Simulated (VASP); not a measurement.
Here is a VASP 6.6.1 calculation.

The input INCAR:

```
ALGO = Normal ; EDIFF = 1E-6
ENCUT = 520 ; GGA = PE
ISIF = 2 ; ISMEAR = 0
LASPH = T ; LCHARG = F
LREAL = F ; LWAVE = F
NBANDS = 17 ; NELM = 100
PREC = Accurate ; SIGMA = 0.1
```

File KPOINTS:

```
k-points
0
Gamma
  6 6 4
```

File POSCAR:

```
Si2B2C
1.0
    2.9070143861      0.0000000023      0.0000000000
   -1.4535071951      2.5175483064      0.0000000000
    0.0000000000      0.0000000000      8.3616126720
Si B C
2 2 1
Direct
    0.3333333333      0.6666666667      0.1500407358
    0.3333333333      0.6666666667      0.8499592642
    0.0000000000      0.0000000000      0.5000000000
    0.3333333333      0.6666666667      0.5000000000
    0.6666666667      0.3333333333      0.5000000000
```

Potentials or basis: VASP PAW PBE potentials, release 64 (Si, B, C).

Command:

```console
$ cat potpaw_PBE.64/Si/POTCAR potpaw_PBE.64/B/POTCAR potpaw_PBE.64/C/POTCAR > POTCAR
$ mpirun -np 1 vasp_std > vasp.out
```

Task: Predict the pressure.

Result: 0.0 GPa.

Task: What does it give for the largest force?

Result: 0.011 eV/Å.

Task: What does it give for the band gap on the k mesh?

Result: Zero (bands 9 and 10 overlap by 2.59 eV).

Forces on the atoms (eV/Å):
```
Si   0.000  0.000  0.011
Si   0.000  0.000 -0.011
B    0.000  0.000  0.000
B    0.000  0.000  0.000
C    0.000  0.000  0.000
```

Caveat: the k points lie up to 0.42 Å⁻¹ apart, too coarse for converged energies and pressures of a metal.
